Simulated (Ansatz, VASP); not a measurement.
# InP: VASP beside Ansatz

The input INCAR:

```
ALGO     = Normal         # electronic algorithm
EDIFF    = 1E-6           # SCF threshold, eV
ENCUT    = 520            # plane-wave cutoff, eV
GGA      = PE             # functional
ISIF     = 2              # what is computed and relaxed
ISMEAR   = -1             # smearing method
LASPH    = True           # aspherical terms in the spheres
LCHARG   = False          # write CHGCAR
LREAL    = False          # projectors in reciprocal space
LWAVE    = False          # write WAVECAR
NBANDS   = 16             # bands
NELM     = 60             # most SCF steps
PREC     = Accurate       # precision mode
SIGMA    = 0.1            # smearing width, eV
```

The input KPOINTS:

```
k-points
0
Gamma
  11 11 11
```

File POSCAR:

```
InP
1.0
    0.0000000000      2.4415226263      2.4415226263
    2.4415226263      0.0000000000      2.4415226263
    2.4415226263      2.4415226263      0.0000000000
In P
1 1
Direct
    0.0000000000      0.0000000000      0.0000000000
    0.2500000000      0.2500000000      0.2500000000
```

Input for Ansatz:

```yaml
crystal:
  lattice:
    - [0.0, 2.4415226263, 2.4415226263]
    - [2.4415226263, 0.0, 2.4415226263]
    - [2.4415226263, 2.4415226263, 0.0]
  atoms:
    - { symbol: In, position: [0.0, 0.0, 0.0] }
    - { symbol: P, position: [0.25, 0.25, 0.25] }
kpoints:
  mp_grid: { grid: [11, 11, 11] }
scf:
  occupations: { method: fermi_dirac, width: 0.1 }
hamiltonian:
  xc: pbe
  pseudopotentials: { kind: paw, core: large }
output:
  forces: true
  stress: true
  eigenvalues: true
```

Change from the starting cell: volume scaled by 0.55, PAW files, core large.

Alike in both runs: task single point; functional PBE; k mesh 11 × 11 × 11; occupations fermi-dirac, width 0.1 eV; no spin polarisation.

```csv
,VASP,Ansatz
version,VASP 6.6.1,Ansatz 0.2.0
potentials or method,"VASP PAW PBE potentials, release 64 (In_d, P)","PAW with other files of Ansatz's library (core large), scalar-relativistic"
plane-wave cutoff (eV),520,420
valence electrons in the cell,18,18
```

Ansatz gave:

| Item | Value |
| --- | --- |
| pressure (GPa) | 134.1 |

Question: Estimate VASP's values.

Answer: Pressure (GPa): 132.9.

Both programs put the cell under a high pressure, so it lies far from rest at this level. Ansatz's warnings: datasets by core.

Noted on VASP's run: the cell as given lies far from equilibrium.
